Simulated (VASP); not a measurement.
A run of VASP 6.6.1:

Contents of INCAR:

```
PREC = Accurate
ENCUT = 520
EDIFF = 1E-7
ISMEAR = 0
SIGMA = 0.1
LREAL = F
LASPH = T
NELM = 80
ALGO = Normal
ISIF = 2
LWAVE = F
LCHARG = T
GGA = PS
LELF = T
LVHAR = T
NBANDS = 8
```

Contents of KPOINTS:

```
Automatic mesh
0
Gamma
  14 14 14
```

The input POSCAR:

```
Sb
1.0
    3.0730052000      0.0000000000      0.0000000000
    0.0000000000      3.0730052000      0.0000000000
    0.0000000000      0.0000000000      3.0730052000
Sb
1
Direct
    0.0000000000      0.0000000000      0.0000000000
```

Potentials or basis: VASP PAW PBE potentials, release 64 (Sb).

The run is started by

```console
$ cat potpaw_PBE.64/Sb/POTCAR > POTCAR
$ mpirun -np 1 vasp_std > vasp.out
```

Hardware: 1 thread of AMD EPYC 7R43 64-Core Processor (Zen 3) (shared host).

Task: How long does it take, and how much memory?

Result: It took 22 s on 1 thread of AMD EPYC 7R43 64-Core Processor (Zen 3), with other jobs on the host, peak memory 0.11 GiB. Counts: scf iterations 10, k points 120.
